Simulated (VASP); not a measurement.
# ZnS (P6_3mc) in VASP: vibrations by perturbation theory with PBE

Aim: the vibrations by perturbation theory of ZnS with PBE.

Everything below comes from runs of VASP 6.6.1. Logs are shortened: lines on timing, memory, paths and dates and some standing lists are left out, and cuts for length are marked.

## (1) The cell of the first run

It takes space group P6_3mc (No. 186, hexagonal). Conventional cell: a = 3.844 Å, b = 3.844 Å, c = 6.305 Å, α = 90.00°, β = 90.00°, γ = 120.00°. Within 3.1 Å of Zn (site symmetry 3m) lie 4 S at 2.36 Å. Within 3.1 Å of S (site symmetry 3m) lie 4 Zn at 2.36 Å.

## (2) Vibrations by perturbation theory, PBE

INCAR reads:

```
ALGO = Normal ; EDIFF = 1E-8
ENCUT = 520 ; GGA = PE
IBRION = 8 ; ISIF = 2
ISMEAR = 0 ; LASPH = True
LCHARG = False ; LEPSILON = True
LREAL = False ; LWAVE = False
NELM = 60 ; NSW = 1
PREC = Accurate ; SIGMA = 0.01
```

KPOINTS reads:

```
k-points
0
Gamma
  6 6 4
```

POSCAR reads:

```
ZnS
1.0
    3.8440669357      0.0000000000      0.0000000000
   -1.9220334678      3.3290596202      0.0000000000
    0.0000000000      0.0000000000      6.3046430491
Zn S
2 2
Direct
    0.3333333333      0.6666666667      0.0002666737
    0.6666666667      0.3333333333      0.5002666737
    0.3333333333      0.6666666667      0.3747333263
    0.6666666667      0.3333333333      0.8747333263
```

Potentials or basis: VASP PAW PBE potentials, release 64 (Zn, S).

Run with:

```
$ cat potpaw_PBE.64/Zn/POTCAR potpaw_PBE.64/S/POTCAR > POTCAR
$ mpirun -np 1 vasp_std > vasp.out
```

OUTCAR:

```text
EDIFF = 1E-8
   ENCUT = 520
   GGA = PE
   IBRION = 8
   ISIF = 2
   ISMEAR = 0
   LASPH = True
   LEPSILON = True
   LREAL = False
   NELM = 60
   NSW = 1
   PREC = Accurate

 ion  position               nearest neighbor table
   1  0.333  0.667  0.000-   4 2.36   4 2.36   4 2.36   3 2.36
   2  0.667  0.333  0.500-   3 2.36   3 2.36   3 2.36   4 2.36
   3  0.333  0.667  0.375-   2 2.36   2 2.36   2 2.36   1 2.36
   4  0.667  0.333  0.875-   1 2.36   1 2.36   1 2.36   2 2.36

  LATTYP: Found a hexagonal cell.
 ALAT       =     3.8440669357
 C/A-ratio  =     1.6400971041

  Lattice vectors:

 A1 = (   3.8440669357,   0.0000000000,   0.0000000000)
 A2 = (  -1.9220334678,   3.3290596202,   0.0000000000)
 A3 = (   0.0000000000,   0.0000000000,   6.3046430491)

Analysis of symmetry for initial positions (statically):
=====================================================================
 Subroutine PRICEL returns:
 Original cell was already a primitive cell.

 Routine SETGRP: Setting up the symmetry group for a
 hexagonal supercell.

 Subroutine GETGRP returns: Found 12 space group operations
 (whereof  6 operations were pure point group operations)
 out of a pool of 24 trial point group operations.

The static configuration has the point symmetry C_3v.
 The point group associated with its full space group is C_6v.

Analysis of symmetry for dynamics (positions and initial velocities):
=====================================================================
 Subroutine PRICEL returns:
 Original cell was already a primitive cell.

 Routine SETGRP: Setting up the symmetry group for a
 hexagonal supercell.

 Subroutine GETGRP returns: Found 12 space group operations
 (whereof  6 operations were pure point group operations)
 out of a pool of 24 trial point group operations.

The dynamic configuration has the point symmetry C_3v.
 The point group associated with its full space group is C_6v.

 Subroutine INISYM returns: Found 12 space group operations
 (whereof  6 operations are pure point group operations),
 and found     1 'primitive' translations

----------------------------------------------------------------------------------------

                                     Primitive cell

  volume of cell :      80.6813

  direct lattice vectors                    reciprocal lattice vectors
     3.844066936  0.000000000  0.000000000     0.260141152  0.150192564  0.000000000
    -1.922033468  3.329059620  0.000000000     0.000000000  0.300385128  0.000000000
     0.000000000  0.000000000  6.304643049     0.000000000  0.000000000  0.158613262

  length of vectors
     3.844066936  3.844066936  6.304643049     0.300385128  0.300385128  0.158613262

  position of ions in fractional coordinates (direct lattice)
     0.333333333  0.666666667  0.000266674
     0.666666667  0.333333333  0.500266674
     0.333333333  0.666666667  0.374733326
     0.666666667  0.333333333  0.874733326

  ion indices of the primitive-cell ions
[... 712 lines left out ...]
     0.36747  0.00000  0.00000
     0.00000  0.36747 -0.00000
     0.00000 -0.00000 -0.76411

[... ionic steps 4 to 9 ...]

--------------------------------------- Ionic step       10  -------------------------------------------

------------------------ aborting loop because EDIFF is reached ----------------------------------------

[... ionic steps 11 to 11 ...]

--------------------------------------- Ionic step       12  -------------------------------------------

 Free energy of the ion-electron system (eV)
  ---------------------------------------------------
  ---------------------------------------------------
  free energy    TOTEN  =        -0.12383266 eV

  energy without entropy =       -0.12383266

------------------------ aborting loop because EDIFF is reached ----------------------------------------

 INTERNAL STRAIN TENSOR  FOR ION    3  DIRECTION 3   (eV/Angst):
 -----------------------------------------------------------------------------
     3.03097  0.00000 -0.00000
     0.00000  3.03097  0.00000
     0.00000  0.00000 -5.44588

 MACROSCOPIC STATIC DIELECTRIC TENSOR (including local field effects in DFT)
 ------------------------------------------------------
           6.085084     0.000000     0.000000
           0.000000     6.085084     0.000000
           0.000000     0.000000     6.021645
 ------------------------------------------------------

 PIEZOELECTRIC TENSOR (including local field effects)  for field in x, y, z        (e  Angst)
          XX          YY          ZZ          XY          YZ          ZX
  --------------------------------------------------------------------------------
  x     0.00000     0.00000     0.00000     0.00000     0.00000     1.94632
  y     0.00000    -0.00000     0.00000     0.00000     1.94632     0.00000
  z     1.85046     1.85046    -3.84784     0.00000     0.00000     0.00000

 PIEZOELECTRIC TENSOR (including local field effects)  for field in x, y, z        (C/m^2)
          XX          YY          ZZ          XY          YZ          ZX
  --------------------------------------------------------------------------------
  x     0.00000     0.00000     0.00000     0.00000     0.00000     0.38650
  y     0.00000    -0.00000     0.00000     0.00000     0.38650     0.00000
  z     0.36747     0.36747    -0.76411     0.00000     0.00000     0.00000

 BORN EFFECTIVE CHARGES (including local field effects) (in |e|, cummulative output)
 ---------------------------------------------------------------------------------
 ion    1
    1     2.01605     0.00000    -0.00000
    2     0.00000     2.01605    -0.00000
    3    -0.00000    -0.00000     2.08765
 ion    2
    1     2.01605     0.00000     0.00000
    2     0.00000     2.01605    -0.00000
    3     0.00000     0.00000     2.08765
 ion    3
    1    -2.01605    -0.00000    -0.00000
    2    -0.00000    -2.01605     0.00000
    3    -0.00000    -0.00000    -2.08765
 ion    4
    1    -2.01605    -0.00000     0.00000
    2    -0.00000    -2.01605    -0.00000
    3     0.00000     0.00000    -2.08765

 INTERNAL STRAIN TENSOR FOR ION    4 for displacements in x,y,z  (eV/Angst):
          X           Y           Z          XY          YZ          ZX
  --------------------------------------------------------------------------------
  x     0.00000    -0.00000    -0.00000     5.48135     0.00000     3.27178
  y     5.48135    -5.48135     0.00000    -0.00000     2.81498     0.00000
  z     3.03097     3.03097    -5.44588     0.00000     0.00000    -0.00000

 SECOND DERIVATIVES (NOT SYMMETRIZED)
 ------------------------------------
               1X          1Y          1Z          2X          2Y          2Z          3X          3Y          3Z          4X          4Y          4Z
  1X    -5.408213   -0.000000    0.000000   -0.171763   -0.000000   -0.000000    0.345709    0.000000   -0.000000    5.234267    0.000000    0.000000
  1Y    -0.000000   -5.408213   -0.000000   -0.000000   -0.171763    0.000000    0.000000    0.345709    0.000000    0.000000    5.234267   -0.000000
  1Z    -0.000000   -0.000000   -7.090500   -0.000000    0.000000    1.816072    0.000000    0.000000    3.573570   -0.000000   -0.000000    1.700858
  2X    -0.171763   -0.000000    0.000000   -5.408213   -0.000000   -0.000000    5.234267    0.000000   -0.000000    0.345709    0.000000    0.000000
  2Y    -0.000000   -0.171763    0.000000   -0.000000   -5.408213    0.000000    0.000000    5.234267    0.000000    0.000000    0.345709    0.000000
  2Z     0.000000    0.000000    1.816072    0.000000    0.000000   -7.090500    0.000000    0.000000    1.700858   -0.000000    0.000000    3.573570
  3X     0.320126    0.000000   -0.000000    5.207310    0.000000    0.000000   -6.073360   -0.000000   -0.000000    0.545924    0.000000    0.000000
  3Y     0.000000    0.320126    0.000000    0.000000    5.207310    0.000000   -0.000000   -6.073360   -0.000000    0.000000    0.545924    0.000000
  3Z    -0.000000   -0.000000    3.592871    0.000000    0.000000    1.705967   -0.000000   -0.000000   -8.677551    0.000000   -0.000000    3.378714
  4X     5.207310    0.000000    0.000000    0.320126    0.000000    0.000000    0.545924    0.000000   -0.000000   -6.073360   -0.000000    0.000000
  4Y     0.000000    5.207310   -0.000000    0.000000    0.320126    0.000000    0.000000    0.545924    0.000000   -0.000000   -6.073360    0.000000
  4Z    -0.000000    0.000000    1.705967    0.000000    0.000000    3.592871    0.000000    0.000000    3.378714    0.000000    0.000000   -8.677551

 Eigenvectors and eigenvalues of the dynamical matrix
 ----------------------------------------------------

   1 f  =    9.672664 THz    60.775140 2PiTHz  322.645342 cm-1    40.002906 meV
             X         Y         Z           dx          dy          dz
     -0.000000  2.219373  0.001681     0.000000    0.000000    0.116111
      1.922033  1.109687  3.154003    -0.000000   -0.000000   -0.116111
     -0.000000  2.219373  2.362560     0.000000    0.000000   -0.697509
      1.922033  1.109687  5.514881    -0.000000   -0.000000    0.697509
[... 71 lines left out ...]
  12 f/i=    0.017667 THz     0.111006 2PiTHz    0.589312 cm-1     0.073065 meV
             X         Y         Z           dx          dy          dz
     -0.000000  2.219373  0.001681     0.576159   -0.049788    0.000000
      1.922033  1.109687  3.154003     0.576159   -0.049788    0.000000
     -0.000000  2.219373  2.362560     0.405382   -0.035031    0.000000
      1.922033  1.109687  5.514881     0.405382   -0.035031    0.000000

--------------------------------------------------------------------------------------------------------

 MACROSCOPIC STATIC DIELECTRIC TENSOR IONIC CONTRIBUTION
 ------------------------------------------------------
           3.282766     0.000000     0.000000
           0.000000     3.282766     0.000000
           0.000000     0.000000     3.697941
 ------------------------------------------------------

 ELASTIC MODULI CONTR FROM IONIC RELAXATION (kBar)
 Direction    XX          YY          ZZ          XY          YZ          ZX
 --------------------------------------------------------------------------------
 XX        -249.7068    111.1874    123.2775     -0.0000      0.0000     -0.0000
 YY         111.1874   -249.7068    123.2775     -0.0000     -0.0000      0.0000
 ZZ         123.2775    123.2775   -219.4255      0.0000      0.0000      0.0000
 XY          -0.0000     -0.0000      0.0000   -180.4471     -0.0000      0.0000
 YZ           0.0000     -0.0000      0.0000     -0.0000    -60.8148     -0.0000
 ZX          -0.0000      0.0000      0.0000      0.0000     -0.0000    -73.1629
 --------------------------------------------------------------------------------

 PIEZOELECTRIC TENSOR IONIC CONTR  for field in x, y, z        (C/m^2)
          XX          YY          ZZ          XY          YZ          ZX
  --------------------------------------------------------------------------------
  x    -0.00000     0.00000     0.00000     0.00000    -0.00000    -0.46115
  y     0.00000    -0.00000     0.00000    -0.00000    -0.42043    -0.00000
  z    -0.47620    -0.47620     0.84761    -0.00000    -0.00000    -0.00000
```

Run time: 8.3 min. Hardware: 1 thread of Intel Xeon 6975P-C (Granite Rapids), shared host; peak memory 0.49 GiB.

Results:

* Electronic dielectric tensor (diagonal): 6.09, 6.09, 6.02
* Born charges (mean of the diagonal): Zn +2.04; S -2.04 e
* Highest phonon frequency at Γ, LO-TO splitting left out: 323 cm⁻¹

Phonon frequencies in cm⁻¹ (negative: imaginary):
```csv
q point,frequencies
"(0.000, 0.000, 0.000)",-1 -1 0 72 72 188 259 265 265 270 270 323
```

Electronic dielectric tensor:
```
6.09 0.00 0.00
0.00 6.09 0.00
0.00 0.00 6.02
```

Born effective charge tensors (e):
atom 1, Zn
```
2.02 0.00 0.00
0.00 2.02 0.00
0.00 0.00 2.09
```
atom 2, Zn
```
2.02 0.00 0.00
0.00 2.02 0.00
0.00 0.00 2.09
```
atom 3, S
```
-2.02  0.00  0.00
 0.00 -2.02  0.00
 0.00  0.00 -2.09
```
atom 4, S
```
-2.02  0.00  0.00
 0.00 -2.02  0.00
 0.00  0.00 -2.09
```
